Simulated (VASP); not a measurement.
# W (Im-3m) in VASP: notebook, part 2 of 2

VASP 6.6.1. The steps go on from the part before.

## Step 3: Single point, LDA

INCAR

```
ALGO = Normal
EDIFF = 1E-6
ENCUT = 520
GGA = CA
ISIF = 2
ISMEAR = -1
LASPH = True
LCHARG = False
LREAL = False
LWAVE = False
NBANDS = 13
NELM = 60
PREC = Accurate
SIGMA = 0.15
```

KPOINTS

```
k-points
0
Gamma
  16 16 16
```

POSCAR

```
W
1.0
   -1.5676742040      1.5676742040      1.5676742040
    1.5676742040     -1.5676742040      1.5676742040
    1.5676742040      1.5676742040     -1.5676742040
W
1
Direct
    0.0000000000      0.0000000000      0.0000000000
```

Potentials or basis: VASP PAW LDA potentials, release 64 (W_sv).

Run with:

```sh
cat potpaw_LDA.64/W_sv/POTCAR > POTCAR
mpirun -np 1 vasp_std > vasp.out
```

OUTCAR:

```text
EDIFF = 1E-6
   ENCUT = 520
   GGA = CA
   ISIF = 2
   ISMEAR = -1
   LASPH = True
   LREAL = False
   NELM = 60
   PREC = Accurate

 ion  position               nearest neighbor table
   1  0.000  0.000  0.000-

  LATTYP: Found a body centered cubic cell.
 ALAT       =     3.1353484080

  Lattice vectors:

 A1 = (  -1.5676742040,   1.5676742040,   1.5676742040)
 A2 = (   1.5676742040,  -1.5676742040,   1.5676742040)
 A3 = (   1.5676742040,   1.5676742040,  -1.5676742040)

Analysis of symmetry for initial positions (statically):
=====================================================================
 Subroutine PRICEL returns:
 Original cell was already a primitive cell.

 Routine SETGRP: Setting up the symmetry group for a
 body centered cubic supercell.

 Subroutine GETGRP returns: Found 48 space group operations
 (whereof 48 operations were pure point group operations)
 out of a pool of 48 trial point group operations.

The static configuration has the point symmetry O_h .

Analysis of symmetry for dynamics (positions and initial velocities):
=====================================================================
 Subroutine PRICEL returns:
 Original cell was already a primitive cell.

 Routine SETGRP: Setting up the symmetry group for a
 body centered cubic supercell.

 Subroutine GETGRP returns: Found 48 space group operations
 (whereof 48 operations were pure point group operations)
 out of a pool of 48 trial point group operations.

The dynamic configuration has the point symmetry O_h .

 Subroutine INISYM returns: Found 48 space group operations
 (whereof 48 operations are pure point group operations),
 and found     1 'primitive' translations

----------------------------------------------------------------------------------------

                                     Primitive cell

  volume of cell :      15.4109

  direct lattice vectors                    reciprocal lattice vectors
    -1.567674204  1.567674204  1.567674204     0.000000000  0.318943821  0.318943821
     1.567674204 -1.567674204  1.567674204     0.318943821  0.000000000  0.318943821
     1.567674204  1.567674204 -1.567674204     0.318943821  0.318943821  0.000000000

  length of vectors
     2.715291371  2.715291371  2.715291371     0.451054677  0.451054677  0.451054677

  position of ions in fractional coordinates (direct lattice)
     0.000000000  0.000000000  0.000000000

  ion indices of the primitive-cell ions
   primitive index   ion index
                 1           1

----------------------------------------------------------------------------------------

 KPOINTS: k-points

Automatic generation of k-mesh.
 Grid dimensions read from file:
 generate k-points for:   16   16   16

 Generating k-lattice:

  Cartesian coordinates                     Fractional coordinates (reciprocal lattice)
     0.000000000  0.019933989  0.019933989     0.062500000  0.000000000  0.000000000
     0.019933989  0.000000000  0.019933989     0.000000000  0.062500000  0.000000000
     0.019933989  0.019933989  0.000000000     0.000000000  0.000000000  0.062500000

  Length of vectors
     0.028190917  0.028190917  0.028190917

  Shift w.r.t. Gamma in fractional coordinates (k-lattice)
     0.000000000  0.000000000  0.000000000

 Subroutine IBZKPT returns following result:
 ===========================================

 Found    145 irreducible k-points:

 Following reciprocal coordinates:
            Coordinates               Weight
  0.000000  0.000000  0.000000      1.000000
  0.062500  0.000000  0.000000     12.000000
  0.125000  0.000000  0.000000     12.000000
  0.187500  0.000000  0.000000     12.000000
  0.250000  0.000000  0.000000     12.000000
  0.312500  0.000000  0.000000     12.000000
[... 16 lines left out ...]
  0.187500  0.187500  0.000000     24.000000
  0.250000  0.187500  0.000000     48.000000
 [... further k-points ...]
   k-points           NKPTS =    145   k-points in BZ     NKDIM =    145   number of bands    NBANDS=     13
   number of dos      NEDOS =    301   number of ions     NIONS =      1
   total plane-waves  NPLWV =   8000
   dimension x,y,z NGX =    20 NGY =   20 NGZ =   20
   dimension x,y,z NGXF=    40 NGYF=   40 NGZF=   40
   ions per type =               1
   NGX,Y,Z   is equivalent  to a cutoff of  12.25, 12.25, 12.25 a.u.
   NGXF,Y,Z  is equivalent  to a cutoff of  24.49, 24.49, 24.49 a.u.
 SYSTEM =  unknown system
   PREC   = accura    normal or accurate (medium, high low for compatibility)
   ISTART =      0    job   : 0-new  1-cont  2-samecut
   ICHARG =      2    charge: 1-file 2-atom 10-const
   ISPIN  =      1    spin polarized calculation?
   LNONCOLLINEAR =      F non collinear calculations
   LSORBIT =      F    spin-orbit coupling
   LASPH  =      T    aspherical Exc in radial PAW
   ENCUT  =  520.0 eV  38.22 Ry    6.18 a.u.   5.05  5.05  5.05*2*pi/ulx,y,z
   NELM   =     60;   NELMIN=  2; NELMDL= -5     # of ELM steps
   EDIFF  = 0.1E-05   stopping-criterion for ELM
   LREAL  =      F    real-space projection
   EDIFFG = 0.1E-04   stopping-criterion for IOM
   NSW    =      0    number of steps for IOM
   IBRION =     -1    ionic relax: 0-MD 1-quasi-New 2-CG
   NFREE  =      0    steps in history (QN), initial steepest desc. (CG)
   ISIF   =      2    stress and relaxation
   ISYM   =      2    0-nonsym 1-usesym 2-fastsym
   POTIM  = 0.5000    time-step for ionic-motion
   TEBEG  =    0.0;   TEEND  =   0.0 temperature during run
   PSTRESS=    0.0 pullay stress
   NELECT =      14.0000    total number of electrons
   NUPDOWN=      -1.0000    fix difference up-down
   EMIN   =  10.00;   EMAX   =-10.00  energy-range for DOS
   EFERMI =   0.00;   METHOD = LEGACY
   ISMEAR =    -1;   SIGMA  =   0.15  broadening in eV -4-tet -1-fermi 0-gaus
   EFERMI_NEDOS =   21; number of points for ismear=-14 and -15
   IALGO  =     38    algorithm
   IMIX   =      4    mixing-type and parameters
     AMIX     =   0.40;   BMIX     =  1.00
     AMIX_MAG =   1.60;   BMIX_MAG =  1.00
  volume/ion in A,a.u.               =      15.41       104.00
  Fermi-wavevector in a.u.,A,eV,Ry     =   1.585532  2.996221 34.203849  2.513912
  Thomas-Fermi vector in A             =   2.684982
   LORBIT       =      0    0 simple, 1 ext, 2 COOP (PROOUT), +10 PAW based schemes
   GGA     = CA    functional components
   LHFCALC =     F    Hartree Fock is set to
   AEXX    =    0.0000 exact exchange contribution
   IVDW    =     0    specifies the selected vdW correction
   LEPSILON=     F    determine dielectric tensor
   LRPA    =     F    only Hartree local field effects (RPA)
 non-spin polarized calculation
  energy-cutoff  :      520.00
  volume of cell :       15.41
 maximum number of plane-waves:       428
   NGX =  9   NGY =  9   NGZ =  9

 number of electron      14.0000004 magnetization

 Free energy of the ion-electron system (eV)
  ---------------------------------------------------
  ext. energy  EPLUGINS =         0.00000000
  ---------------------------------------------------
  free energy    TOTEN  =       -14.12548776 eV

  energy without entropy =      -14.09237998  energy(sigma->0) =      -14.10893387

 E-fermi :  11.7250     XC(G=0): -13.9881

 val. band max:       11.7154630975   @ k =  -0.1250   0.1875   0.0625
 cond. band min:      11.7547365120   @ k =  -0.2500   0.2500   0.1250
 fundamental gap:      0.0392734144
 Fermi energy:        11.7249625753

 k-point     1 :       0.0000    0.0000    0.0000
  band No.  band energies     occupation
      1     -61.9762      2.00000
      2     -25.7393      2.00000
      3     -25.7393      2.00000
      4     -25.7393      2.00000
      5       2.0364      2.00000
      6      10.4261      1.99965
      7      10.4261      1.99965
      8      10.4261      1.99965
      9      13.9902      0.00000
     10      13.9902      0.00000
     11      26.3715      0.00000
     12      26.3715      0.00000
     13      26.3715      0.00000

 k-point     2 :       0.0625    0.0000    0.0000
  band No.  band energies     occupation
      1     -61.9704      2.00000
      2     -25.7989      2.00000
      3     -25.7577      2.00000
      4     -25.7396      2.00000
      5       2.2334      2.00000
      6      10.3063      1.99984
      7      10.3997      1.99971
      8      10.6162      1.99877
      9      13.7983      0.00000
     10      13.9911      0.00000
     11      26.5410      0.00000
[... 339 lines left out ...]
 k-point    24 :       0.2500    0.1875    0.0000
  band No.  band energies     occupation
      1     -61.8376      2.00000
      2     -26.8710      2.00000
      3     -26.2104      2.00000
      4     -25.8644      2.00000
      5       6.3330      2.00000
      6       8.4911      2.00000
      7       9.4013      2.00000
      8      13.2999      0.00006
      9      14.8967      0.00000
     10      17.2636      0.00000
     11      24.5758      0.00000
     12      27.3786      0.00000
     13      29.3337      0.00000

 [... further k-points ...]
[... 5 lines left out ...]
  --------------------------------------------------------------------------------------
  -------------------------------------------------------------------------------------
  Total        0.1824347      0.1824347      0.1824347     -0.0000000      0.0000000     -0.0000000
  in kB       18.9666505     18.9666505     18.9666505     -0.0000000      0.0000000     -0.0000000
  external PRESSURE =      18.9666505 kB  Pullay stress =       0.0000000 kB

 VOLUME and BASIS-vectors are now :
 -----------------------------------------------------------------------------
  energy-cutoff  :      520.00
  volume of cell :       15.41
      direct lattice vectors                 reciprocal lattice vectors
    -1.567674204  1.567674204  1.567674204     0.000000000  0.318943821  0.318943821
     1.567674204 -1.567674204  1.567674204     0.318943821  0.000000000  0.318943821
     1.567674204  1.567674204 -1.567674204     0.318943821  0.318943821  0.000000000

 POSITION                                       TOTAL-FORCE (eV/Angst)
 -----------------------------------------------------------------------------------
      0.00000      0.00000      0.00000         0.000000      0.000000      0.000000
 -----------------------------------------------------------------------------------
    total drift:                                0.000000      0.000000      0.000000

  FREE ENERGIE OF THE ION-ELECTRON SYSTEM (eV)
  ---------------------------------------------------
  free  energy   TOTEN  =       -14.1254877585 eV

  energy  without entropy=      -14.0923799843  energy(sigma->0) =      -14.10893387
```

stdout:

```text
POSCAR found type information on POSCAR W
 POSCAR found :  1 types and       1 ions
 scaLAPACK will be used
 LDA part: xc-table for (Slater(with rela. corr.)+CA(PZ))
 , standard interpolation
 POSCAR, INCAR and KPOINTS ok, starting setup
 FFT: planning ... GRIDC
 FFT: planning ... GRID_SOFT
 FFT: planning ... GRID
 WAVECAR not read
 entering main loop
```

It took 14 s on 1 thread of Intel Xeon 6975P-C (Granite Rapids), shared host; peak memory 0.14 GiB.

Results:

* Free energy: -14.1255 eV
* Pressure: 1.9 GPa
* Band gap on the k mesh: zero (band 7 reaches 17.09 eV, above the bottom of band 8 at 10.43 eV)

Caveat: spin-orbit coupling is left out, which moves the levels of the heavy elements.

## Step 4: Relaxation of cell and atoms, LDA

This run uses another cell than the first one, of 15.45 Å³/atom, 1.003 times its volume.

INCAR

```
PREC = Accurate ; ENCUT = 600
EDIFF = 1E-7 ; ISMEAR = 0
SIGMA = 0.1 ; LREAL = F
LASPH = T ; NELM = 80
ALGO = Fast ; ISIF = 3
LWAVE = F ; LCHARG = F
GGA = CA ; IBRION = 2
NSW = 100 ; EDIFFG = -0.002
```

KPOINTS

```
regular mesh
0
Gamma
  16 16 16
```

POSCAR

```
W
1.0
   -1.5689394536      1.5689394536      1.5689394536
    1.5689394536     -1.5689394536      1.5689394536
    1.5689394536      1.5689394536     -1.5689394536
W
1
Direct
    0.0000000000      0.0000000000      0.0000000000
```

Run with:

```sh
cat potpaw_LDA.64/W_sv/POTCAR > POTCAR
mpirun -np 1 vasp_std > vasp.out
```

Wall time 68 s (1 thread of Intel Xeon 6975P-C (Granite Rapids), shared host); peak memory 0.16 GiB.

It converged, with:

```
Free energy                            : -14.1109 eV
Relaxed volume                         : 15.49 Å³/atom
Relaxed cell                           : a = 2.720 Å, b = 2.720 Å, c = 2.720 Å, α = 109.47°, β = 109.47°, γ = 109.47°
Space group after relaxing (to 0.05 Å) : Im-3m (No. 229)
Energy gained by relaxing              : 0.1 meV/atom
Ionic steps                            : 7
Pressure after relaxing                : 0.0 GPa
Band gap on the k mesh                 : zero (band 7 reaches 16.97 eV, above the bottom of band 8 at 10.36 eV)
```

Step by step:
| step | energy change (eV) | largest force (eV/Å) | pressure (GPa) | volume (Å³) |
| --- | --- | --- | --- | --- |
| 1 | 0.0000 | 0.0000 | 0.99 | 15.45 |
| 2 | 0.0018 | 0.0000 | -3.71 | 15.66 |
| 3 | -0.0001 | 0.0000 | 0.07 | 15.49 |
| 4 | -0.0001 | 0.0000 | -0.08 | 15.50 |
| 5 | -0.0001 | 0.0000 | -0.07 | 15.50 |
| 6 | -0.0001 | 0.0000 | 0.23 | 15.48 |
| 7 | -0.0001 | 0.0000 | 0.00 | 15.49 |

Final structure:
```cif
data_structure
_symmetry_space_group_name_H-M 'P 1'
_symmetry_Int_Tables_number 1
_cell_length_a 2.7201
_cell_length_b 2.7201
_cell_length_c 2.7201
_cell_angle_alpha 109.471
_cell_angle_beta 109.471
_cell_angle_gamma 109.471
_cell_volume 15.49
loop_
_atom_site_label
_atom_site_type_symbol
_atom_site_fract_x
_atom_site_fract_y
_atom_site_fract_z
_atom_site_occupancy
W1 W 0.00000 0.00000 0.00000 1
```

Levels at points of the mesh, in eV from the Fermi level:
```tsv
k point	band 5	band 6	band 7	band 8	band 9	band 10
(0.00, 0.00, 0.00)	-9.70	-1.33	-1.33	-1.33	2.21	2.21
(0.50, 0.00, 0.00)	-6.44	-3.73	0.89	2.13	3.12	6.31
(0.50, 0.50, 0.50)	-6.07	-6.07	5.28	5.28	5.28	8.51
```

Caveat: spin-orbit coupling is left out, which moves the levels of the heavy elements.

## Step 5: Relaxation of cell and atoms, LDA

INCAR

```
ALGO = Normal ; EDIFF = 1E-6
EDIFFG = -0.001 ; ENCUT = 600
IBRION = 2 ; ISIF = 3
ISMEAR = -1 ; LASPH = T
LCHARG = F ; LREAL = F
LWAVE = F ; NELM = 100
NSW = 80 ; PREC = Accurate
SIGMA = 0.15
```

KPOINTS

```
k-points
0
Gamma
  16 16 16
```

POSCAR

```
W
1.0
   -1.5674501438      1.5674501438      1.5674501438
    1.5674501438     -1.5674501438      1.5674501438
    1.5674501438      1.5674501438     -1.5674501438
W
1
Direct
    0.0000000000      0.0000000000      0.0000000000
```

Run with:

```sh
cat potpaw_LDA.64/W_sv/POTCAR > POTCAR
mpirun -np 1 vasp_std > vasp.out
```

Run time: 89 s. Hardware: 1 thread of Intel Xeon 6975P-C (Granite Rapids), shared host; peak memory 0.16 GiB.

Results (log left out):

```
Free energy                            : -14.1262 eV
Relaxed volume                         : 15.50 Å³/atom
Relaxed cell                           : a = 2.721 Å, b = 2.721 Å, c = 2.721 Å, α = 109.47°, β = 109.47°, γ = 109.47°
Space group after relaxing (to 0.05 Å) : Im-3m (No. 229)
Energy gained by relaxing              : 0.6 meV/atom
Ionic steps                            : 23
Pressure after relaxing                : 0.0 GPa
Band gap on the k mesh                 : zero (band 7 reaches 16.96 eV, above the bottom of band 8 at 10.35 eV)
```

The path:
| step | energy change (eV) | largest force (eV/Å) | pressure (GPa) | volume (Å³) |
| --- | --- | --- | --- | --- |
| 1 | 0.0000 | 0.0000 | 2.10 | 15.40 |
| 2 | 0.0078 | 0.0000 | -7.32 | 15.86 |
| 3 | -0.0006 | 0.0000 | -0.05 | 15.50 |
| 4 | -0.0006 | 0.0000 | 0.01 | 15.50 |
| 5 | -0.0006 | 0.0000 | 0.04 | 15.50 |
| 6 | -0.0006 | 0.0000 | 0.04 | 15.50 |
| 7 | -0.0006 | 0.0000 | 0.04 | 15.50 |
| 8 | -0.0006 | 0.0000 | 0.04 | 15.50 |
| 9 | -0.0006 | 0.0000 | 0.04 | 15.50 |
| 10 | -0.0006 | 0.0000 | 0.04 | 15.50 |
| 11 | -0.0006 | 0.0000 | 0.04 | 15.50 |
| 12 | -0.0006 | 0.0000 | 0.04 | 15.50 |
| 13 | -0.0006 | 0.0000 | 0.04 | 15.50 |
| 14 | -0.0006 | 0.0000 | 0.04 | 15.50 |
| 15 | -0.0006 | 0.0000 | 0.05 | 15.50 |
| 16 | -0.0006 | 0.0000 | 0.05 | 15.50 |
| 17 | -0.0006 | 0.0000 | 0.07 | 15.50 |
| 18 | -0.0006 | 0.0000 | -0.01 | 15.50 |
| 19 | -0.0006 | 0.0000 | -0.05 | 15.50 |
| 20 | -0.0006 | 0.0000 | -0.07 | 15.50 |
| 21 | -0.0006 | 0.0000 | -0.04 | 15.50 |
| 22 | -0.0006 | 0.0000 | -0.02 | 15.50 |
| 23 | -0.0006 | 0.0000 | -0.01 | 15.50 |

Final structure:
```
CELL_PARAMETERS angstrom
-1.57068 1.57068 1.57068
1.57068 -1.57068 1.57068
1.57068 1.57068 -1.57068
ATOMIC_POSITIONS crystal
W 0.00000 0.00000 0.00000
```

Levels at points of the mesh, in eV from the Fermi level:
```csv
k point,band 3,band 4,band 5,band 6,band 7,band 8,band 9,band 10,band 11
"(0.00, 0.00, 0.00)",-37.48,-37.48,-9.66,-1.29,-1.29,-1.29,2.25,2.25,14.64
"(0.50, 0.00, 0.00)",-37.94,-37.49,-6.39,-3.68,0.93,2.17,3.16,6.35,11.63
"(0.50, 0.50, 0.50)",-38.46,-38.46,-6.02,-6.02,5.32,5.32,5.32,8.55,8.55
```

Caveat: spin-orbit coupling is left out, which moves the levels of the heavy elements.

## Step 6: Overview

```tsv
task	cell	cutoff (eV)	smearing	gap on the mesh (eV)	pressure (GPa)	relaxed volume (Å³/atom)
single point	a = 2.715 Å, angles 109.5°, 1 atom	520	gaussian 0.1 eV	none	1.9	-
single point	a = 2.715 Å, angles 109.5°, 1 atom	520	fermi-dirac 0.15 eV	none	1.9	-
relaxation of cell and atoms	relaxed from a = 2.717 Å, angles 109.5°, 1 atom	600	gaussian 0.1 eV	none	0.0	15.49
relaxation of cell and atoms	relaxed from a = 2.715 Å, angles 109.5°, 1 atom	600	fermi-dirac 0.15 eV	none	0.0	15.50
```

Alike in all rows: level LDA; potentials or basis VASP PAW LDA potentials, release 64 (W_sv); no spin polarisation; k mesh 16 × 16 × 16.

Caveats: spin-orbit coupling is left out, which moves the levels of the heavy elements.

Total energies depend on the potentials used, so only differences within one code and one set of settings carry meaning.
